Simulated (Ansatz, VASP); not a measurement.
**Sn: VASP beside Ansatz**

```
Sn
1.0
     0.00000    3.23334    3.23334
     3.23334    0.00000    3.23334
     3.23334    3.23334    0.00000
Sn
2
Direct
  0.75000 0.75000 0.75000
  0.50000 0.50000 0.50000
```

Alike in both runs: task relaxation of cell and atoms; functional PBEsol; k mesh 7 × 7 × 7; occupations fermi-dirac, width 0.05 eV; no spin polarisation.

```csv
,VASP,Ansatz
version,VASP 6.6.1,Ansatz 0.2.0
potentials or method,"VASP PAW PBE potentials, release 64 (Sn_d), cutoff 600 eV","all-electron LAPW, scalar-relativistic"
```

|  | VASP | Ansatz | Ansatz less VASP |
| --- | --- | --- | --- |
| relaxed volume (Å³/atom) | 34.96 | 34.99 | +0.033 |
| relaxed cell length with the largest relative difference (Å) | 4.624 | 4.625 | +0.0014 |

VASP's potentials were made for PBE, not for PBEsol. Ansatz ran all-electron here, and VASP with PAW potentials.
